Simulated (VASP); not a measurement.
Write the native input for VASP 6.6.1 that does the following.

```yaml
Task: single point
Functional: LDA
Potentials_or_basis: VASP PAW LDA potentials, release 64 (Si, C)
Cutoff: 520 eV
k_mesh: 10 × 10 × 10
Occupations: fermi-dirac, width 0.02 eV
Spin: no spin polarisation
Dipole_correction: no
Further_INCAR_settings: ALGO = Normal; EDIFF = 1e-07; NBANDS = 11
```

The structure of SiC (Moissanite 3C) lies in POSCAR:

```
SiC
1.0
    0.0000000000      2.1644869237      2.1644869237
    2.1644869237      0.0000000000      2.1644869237
    2.1644869237      2.1644869237      0.0000000000
Si C
1 1
Direct
    0.0000000000      0.0000000000      0.0000000000
    0.2500000000      0.2500000000      0.2500000000
```

These files were run (other wordings do the same):

INCAR

```
  PREC = Accurate
  ENCUT = 520
  EDIFF = 1E-7
  ISMEAR = -1
  SIGMA = 0.02
  LREAL = False
  LASPH = True
  NELM = 60
  ALGO = Normal
  ISIF = 2
  LWAVE = False
  LCHARG = False
  GGA = CA
  NBANDS = 11
```

KPOINTS

```
regular mesh
0
Gamma
  10 10 10
```

Potentials or basis: VASP PAW LDA potentials, release 64 (Si, C).

Command:

```bash
$ cat potpaw_LDA.64/Si/POTCAR potpaw_LDA.64/C/POTCAR > POTCAR
$ mpirun -np 1 vasp_std > vasp.out
```

Results of the run:

```yaml
Pressure: 0.4 GPa
Band_gap_on_the_k_mesh: 1.29 eV, indirect (least direct gap 4.52 eV)
```

It took 4.2 s on 1 thread of Intel Xeon 6975P-C, with other jobs on the host, peak memory 0.13 GiB.
